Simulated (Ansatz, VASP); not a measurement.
# SrO: VASP beside Ansatz

```
Sr O
1.0
     0.00000    2.64121    2.64121
     2.64121    0.00000    2.64121
     2.64121    2.64121    0.00000
Sr O
1 1
Direct
  0.00000 0.00000 0.00000
  0.50000 0.50000 0.50000
```

Alike in both runs: task single point; functional PBE; k mesh 8 × 8 × 8; occupations gaussian, width 0.02 eV; no spin polarisation.

```csv
,VASP,Ansatz
version,VASP 6.6.1,Ansatz 0.2.0
potentials or method,"VASP PAW PBE potentials, release 64 (Sr_sv, O), cutoff 520 eV","scalar-relativistic, plane waves, PAW"
valence electrons in the cell,16,16
```

|  | VASP | Ansatz | Ansatz less VASP |
| --- | --- | --- | --- |
| gap on the k mesh at the Fermi level (eV) | 3.30 | 3.34 | +0.041 |
| least direct gap on the mesh (eV) | 3.43 | 3.45 | +0.022 |
| pressure (GPa) | -3.4 | -3.8 | -0.40 |
